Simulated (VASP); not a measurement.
# TaN (zincblende type) (F-43m) in VASP: notebook, part 2 of 2

VASP 6.6.1. The steps go on from the part before.

## (4) Relaxation of cell and atoms, PBE, target pressure 140 GPa, at which the enthalpy is minimised

This run uses another cell than the first one, of 9.39 Å³/atom, 0.946 times its volume.

Input file INCAR:

```
  ALGO = Normal
  EDIFF = 1E-6
  EDIFFG = -0.005
  ENCUT = 600
  GGA = PE
  IBRION = 2
  ISIF = 3
  ISMEAR = -1
  LASPH = True
  LCHARG = False
  LREAL = False
  LWAVE = False
  NELM = 80
  NSW = 60
  PREC = Accurate
  PSTRESS = 1400.0
  SIGMA = 0.05
```

Input file KPOINTS:

```
k-points
0
Gamma
  16 16 16
```

Input file POSCAR:

```
TaN
1.0
    0.0000000000      2.1096625905      2.1096625905
    2.1096625905      0.0000000000      2.1096625905
    2.1096625905      2.1096625905      0.0000000000
Ta N
1 1
Direct
    0.0000000000      0.0000000000      0.0000000000
    0.2500000000      0.2500000000      0.2500000000
```

Potentials or basis: VASP PAW PBE potentials, release 64 (Ta_pv, N).

Run with:

```bash
$ cat potpaw_PBE.64/Ta_pv/POTCAR potpaw_PBE.64/N/POTCAR > POTCAR
$ mpirun -np 1 vasp_std > vasp.out
```

OUTCAR:

```text
EDIFF = 1E-6
   EDIFFG = -0.005
   ENCUT = 600
   GGA = PE
   IBRION = 2
   ISIF = 3
   ISMEAR = -1
   LASPH = True
   LREAL = False
   NELM = 80
   NSW = 60
   PREC = Accurate
   PSTRESS = 1400.0

 ion  position               nearest neighbor table
   1  0.000  0.000  0.000-   2 1.83   2 1.83   2 1.83   2 1.83
   2  0.250  0.250  0.250-   1 1.83   1 1.83   1 1.83   1 1.83

  LATTYP: Found a face centered cubic cell.
 ALAT       =     4.2193251810

  Lattice vectors:

 A1 = (   0.0000000000,   2.1096625905,   2.1096625905)
 A2 = (   2.1096625905,   0.0000000000,   2.1096625905)
 A3 = (   2.1096625905,   2.1096625905,   0.0000000000)

Analysis of symmetry for initial positions (statically):
=====================================================================
 Subroutine PRICEL returns:
 Original cell was already a primitive cell.

 Routine SETGRP: Setting up the symmetry group for a
 face centered cubic supercell.

 Subroutine GETGRP returns: Found 24 space group operations
 (whereof 24 operations were pure point group operations)
 out of a pool of 48 trial point group operations.

The static configuration has the point symmetry T_d .

Analysis of symmetry for dynamics (positions and initial velocities):
=====================================================================
 Subroutine PRICEL returns:
 Original cell was already a primitive cell.

[... 234 lines left out ...]

 val. band max:        9.9158235997   @ k =  -0.2500   0.3125   0.1250
 cond. band min:       9.9596333880   @ k =  -0.3125   0.2500   0.0625
 fundamental gap:      0.0438097883
 Fermi energy:         9.9339061131

 k-point     1 :       0.0000    0.0000    0.0000
  band No.  band energies     occupation
      1     -25.2236      2.00000
      2     -25.2236      2.00000
      3     -25.2236      2.00000
      4      -9.6643      2.00000
      5       0.8512      2.00000
      6       0.8512      2.00000
      7       0.8512      2.00000
      8       9.1561      2.00000
      9      10.5605      0.00001
     10      10.5605      0.00001
     11      17.2449      0.00000
     12      17.2449      0.00000
[... 378 lines left out ...]
  energy  without entropy=      -19.3143857826  energy(sigma->0) =      -19.31811619

  enthalpy is  TOTEN    =        -1.7122478371 eV   P V=       17.6095987619

[... ionic steps 4 to 13 ...]

--------------------------------------- Ionic step       14  -------------------------------------------

 number of electron      15.9999998 magnetization

------------------------ aborting loop because EDIFF is reached ----------------------------------------
[... 71 lines left out ...]
--------------------------------------- Ionic step       16  -------------------------------------------

 number of electron      15.9999998 magnetization

 Free energy of the ion-electron system (eV)
  ---------------------------------------------------
  ext. energy  EPLUGINS =         0.00000000
  ---------------------------------------------------
  free energy    TOTEN  =       -19.13501927 eV

  energy without entropy =      -19.12770948  energy(sigma->0) =      -19.13136437

 E-fermi :  10.0627     XC(G=0): -13.5329

 val. band max:       10.0433984241   @ k =  -0.2500   0.3125   0.1250
 cond. band min:      10.0848506035   @ k =  -0.3125   0.2500   0.0625
 fundamental gap:      0.0414521794
 Fermi energy:        10.0626631054

 k-point     1 :       0.0000    0.0000    0.0000
  band No.  band energies     occupation
      1     -25.0775      2.00000
      2     -25.0775      2.00000
      3     -25.0775      2.00000
      4      -9.6127      2.00000
      5       0.8897      2.00000
      6       0.8897      2.00000
      7       0.8897      2.00000
      8       9.3009      2.00000
      9      10.6937      0.00001
     10      10.6937      0.00001
     11      17.4334      0.00000
     12      17.4334      0.00000
[... 378 lines left out ...]
  energy  without entropy=      -19.1277094752  energy(sigma->0) =      -19.13136437

  enthalpy is  TOTEN    =        -1.7178413097 eV   P V=       17.4171779558

 reached required accuracy - stopping structural energy minimisation
```

OSZICAR:

```text
N       E                     dE             d eps       ncg     rms          rms(c)
DAV:   1     0.117034119853E+03    0.11703E+03   -0.10097E+04  3480   0.158E+03
DAV:   2    -0.173501135183E+02   -0.13438E+03   -0.12874E+03  4120   0.393E+02
DAV:   3    -0.215139480332E+02   -0.41638E+01   -0.41101E+01  4140   0.706E+01
[... 86 lines left out ...]
       N       E                     dE             d eps       ncg     rms          rms(c)
DAV:   1    -0.191350242761E+02   -0.44916E-02   -0.12370E-04  3948   0.168E-01    0.307E-02
DAV:   2    -0.191350205425E+02    0.37336E-05   -0.48572E-06  3700   0.266E-02    0.132E-02
DAV:   3    -0.191350193629E+02    0.11796E-05   -0.23680E-06  3756   0.198E-02    0.173E-03
DAV:   4    -0.191350192655E+02    0.97390E-07   -0.40883E-08  1764   0.253E-03
  16 F= -.17178413E+01 E0= -.17141864E+01  d E =-.116065E-04
```

Run time: 1.7 min. Hardware: 1 thread of Intel Xeon Platinum 8488C (Sapphire Rapids), shared host; peak memory 0.18 GiB.

Results:

```
Free energy                                            : -19.1350 eV
Relaxed volume                                         : 9.97 Å³/atom
Relaxed cell                                           : a = 3.043 Å, b = 3.043 Å, c = 3.043 Å, α = 60.00°, β = 60.00°, γ = 60.00°
Space group after relaxing (to 0.05 Å)                 : F-43m (No. 216)
Energy change on relaxing (the enthalpy is what falls) : -588.6 meV/atom
Ionic steps                                            : 16
Pressure after relaxing                                : 140.0 GPa
Band gap on the k mesh                                 : zero (band 8 reaches 10.87 eV, above the bottom of band 9 at 9.81 eV)
```

The path:
```tsv
step	energy change (eV)	largest force (eV/Å)	pressure (GPa)	volume (Å³)
1	0.0000	0.0000	189.09	18.78
2	-3.5302	0.0000	-6.96	27.73
3	-1.3641	0.0000	131.95	20.15
4	-1.1865	0.0000	139.60	19.94
5	-1.1657	0.0000	140.48	19.92
6	-1.1664	0.0000	140.49	19.92
7	-1.1683	0.0000	140.45	19.92
8	-1.1684	0.0000	140.40	19.92
9	-1.1684	0.0000	140.39	19.92
10	-1.1685	0.0000	140.39	19.92
11	-1.1686	0.0000	140.39	19.92
12	-1.1689	0.0000	140.38	19.92
13	-1.1694	0.0000	140.36	19.92
14	-1.1706	0.0000	140.33	19.92
15	-1.1728	0.0000	140.27	19.93
16	-1.1773	0.0000	140.02	19.93
```

Final structure:
```cif
data_structure
_symmetry_space_group_name_H-M 'P 1'
_symmetry_Int_Tables_number 1
_cell_length_a 3.0434
_cell_length_b 3.0434
_cell_length_c 3.0434
_cell_angle_alpha 60.000
_cell_angle_beta 60.000
_cell_angle_gamma 60.000
_cell_volume 19.93
loop_
_atom_site_label
_atom_site_type_symbol
_atom_site_fract_x
_atom_site_fract_y
_atom_site_fract_z
_atom_site_occupancy
Ta1 Ta 0.00000 0.00000 0.00000 1
N1 N 0.25000 0.25000 0.25000 1
```

Caveat: the cell is relaxed towards a set pressure, so the enthalpy falls and the energy may rise; spin-orbit coupling is left out, which moves the levels of the heavy elements.

## (5) Relaxation of cell and atoms, PBE, target pressure 140 GPa, at which the enthalpy is minimised

Input file INCAR:

```
SYSTEM = TaN
PREC     = Accurate       ! precision mode
ENCUT    = 600            ! plane-wave cutoff, eV
EDIFF    = 1E-7           ! SCF threshold, eV
ISMEAR   = -1             ! smearing method
SIGMA    = 0.05           ! smearing width, eV
LREAL    = .False.        ! projectors in reciprocal space
LASPH    = .True.         ! aspherical terms in the spheres
NELM     = 60             ! most SCF steps
ALGO     = Normal         ! electronic algorithm
ISIF     = 3              ! what is computed and relaxed
LWAVE    = .False.        ! write WAVECAR
LCHARG   = .False.        ! write CHGCAR
GGA      = PE             ! functional
IBRION   = 2              ! ionic algorithm
NSW      = 32             ! ionic steps
EDIFFG   = -0.005         ! ionic threshold
PSTRESS  = 1400.0
```

Input file KPOINTS:

```
Automatic mesh
0
Gamma
  16 16 16
  0 0 0
```

Input file POSCAR:

```
TaN
1.0
    0.0000000000      2.1491735988      2.1491735988
    2.1491735988      0.0000000000      2.1491735988
    2.1491735988      2.1491735988      0.0000000000
Ta N
1 1
Direct
    0.0000000000      0.0000000000      0.0000000000
    0.2500000000      0.2500000000      0.2500000000
```

Run with:

```bash
$ cat potpaw_PBE.64/Ta_pv/POTCAR potpaw_PBE.64/N/POTCAR > POTCAR
$ mpirun -np 1 vasp_std > vasp.out
```

Wall time 39 s (1 thread of Intel Xeon Platinum 8488C (Sapphire Rapids), shared host); peak memory 0.19 GiB.

Results (log left out):

| Item | Value |
| --- | --- |
| Free energy | -19.1368 eV |
| Relaxed volume | 9.97 Å³/atom |
| Relaxed cell | a = 3.043 Å, b = 3.043 Å, c = 3.043 Å, α = 60.00°, β = 60.00°, γ = 60.00° |
| Space group after relaxing (to 0.05 Å) | F-43m (No. 216) |
| Energy change on relaxing (the enthalpy is what falls) | -34.8 meV/atom |
| Ionic steps | 3 |
| Pressure after relaxing | 140.0 GPa |
| Band gap on the k mesh | zero (band 8 reaches 10.87 eV, above the bottom of band 9 at 9.81 eV) |

Step by step:
```csv
step,energy change (eV),largest force (eV/Å),pressure (GPa),volume (Å³)
1,0.0000,0.0000,142.95,19.85
2,-0.4408,0.0000,123.83,20.38
3,-0.0695,0.0000,139.98,19.93
```

Final structure:
```yaml
crystal:
  lattice:
    - [0.00000, 2.15201, 2.15201]
    - [2.15201, 0.00000, 2.15201]
    - [2.15201, 2.15201, 0.00000]
  atoms:
    - { symbol: Ta, position: [0.00000, 0.00000, 0.00000] }
    - { symbol: N, position: [0.25000, 0.25000, 0.25000] }
```

Levels at points of the mesh, in eV from the Fermi level:
```
           k point  band 5  band 6  band 7  band 8  band 9  band 10  band 11  band 12
(0.00, 0.00, 0.00)   -9.17   -9.17   -9.17   -0.76    0.63     0.63     7.37     7.37
(0.50, 0.00, 0.00)   -8.20   -8.20   -7.85    0.60    1.67     1.67     4.56     5.59
(0.50, 0.50, 0.00)  -10.89   -5.50   -5.50   -2.90    1.66     3.40     4.49     4.49
```

Caveat: the cell is relaxed towards a set pressure, so the enthalpy falls and the energy may rise; spin-orbit coupling is left out, which moves the levels of the heavy elements.

## (6) Summary

```csv
task,cell,cutoff (eV),gap on the mesh (eV),pressure (GPa)
single point,"a = 3.039 Å, angles 60.0°, 2 atoms",520,none,143.0
single point,"a = 3.036 Å, angles 60.0°, 2 atoms",520,none,145.4
relaxation of cell and atoms,"relaxed to 140 GPa from a = 2.984 Å, angles 60.0°, 2 atoms",600,none,140.0
relaxation of cell and atoms,"relaxed to 140 GPa from a = 3.039 Å, angles 60.0°, 2 atoms",600,none,140.0
```

Alike in all rows: level PBE; potentials or basis VASP PAW PBE potentials, release 64 (Ta_pv, N); no spin polarisation; k mesh 16 × 16 × 16; smearing fermi-dirac 0.05 eV.

Caveats: spin-orbit coupling is left out, which moves the levels of the heavy elements; the cell is relaxed towards a set pressure, so the enthalpy falls and the energy may rise (some runs).

Absolute energies hang on the potentials; compare differences alone.
